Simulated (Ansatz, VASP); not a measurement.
**Two plane-wave programs on MgO**

File INCAR:

```
SYSTEM = MgO
ALGO = Normal
EDIFF = 1E-6
ENCUT = 600
GGA = PE
GGA_COMPAT = .FALSE.
ISIF = 2
ISMEAR = 0
LASPH = .TRUE.
LCHARG = .TRUE.
LELF = .TRUE.
LREAL = .FALSE.
LVHAR = .TRUE.
LWAVE = .FALSE.
NBANDS = 11
NELM = 120
PREC = Accurate
SIGMA = 0.02
```

Contents of KPOINTS:

```
k-points
0
G
  10 10 10
  0 0 0
```

POSCAR

```
MgO
1.0
    0.0000000000      2.1272184804      2.1272184804
    2.1272184804      0.0000000000      2.1272184804
    2.1272184804      2.1272184804      0.0000000000
Mg O
1 1
Direct
    0.0000000000      0.0000000000      0.0000000000
    0.5000000000      0.5000000000      0.5000000000
```

Input for Ansatz:

```yaml
crystal:
  lattice:
    - [0.0, 2.1272184804, 2.1272184804]
    - [2.1272184804, 0.0, 2.1272184804]
    - [2.1272184804, 2.1272184804, 0.0]
  atoms:
    - { symbol: Mg, position: [0.0, 0.0, 0.0] }
    - { symbol: O, position: [0.5, 0.5, 0.5] }
basis:
  ecutwfc: 420
kpoints:
  mp_grid: { grid: [10, 10, 10] }
  band_path:
    path:
      - [[0.0, 0.0, 0.0], [0.5, 0.0, 0.5], [0.625, 0.25, 0.625]]
      - [[0.375, 0.375, 0.75], [0.0, 0.0, 0.0], [0.5, 0.5, 0.5], [0.5, 0.25, 0.75], [0.5, 0.0, 0.5]]
    npoints: 10
hamiltonian:
  xc: pbe
  pseudopotentials: { kind: paw, azcp: { folder: soft_1 } }
scf:
  occupations: { method: gaussian, width: 0.02 }
  n_extra_bands: 7
output:
  forces: true
  stress: true
  eigenvalues: true
```

Alike in both runs: task single point; functional PBE; k mesh 10 × 10 × 10; occupations gaussian, width 0.02 eV; no spin polarisation.

```csv
,VASP,Ansatz
version,VASP 6.6.1,Ansatz 0.2.0
potentials or method,"VASP PAW PBE potentials, release 64 (Mg, O), cutoff 600 eV","scalar-relativistic, plane waves, PAW"
valence electrons in the cell,8,16
```

|  | VASP | Ansatz | Ansatz less VASP |
| --- | --- | --- | --- |
| gap on the k mesh at the Fermi level (eV) | 4.44 | 4.46 | +0.019 |
| least direct gap on the mesh (eV) | 4.44 | 4.46 | +0.019 |
| pressure (GPa) | -1.1 | 0.0 | +1.10 |

The functional is the same, so the differences come from potentials, cutoffs and numerics. VASP's potentials hold 8 valence electrons a cell and Ansatz's 16, so a difference there can come from the potentials and not from the codes.
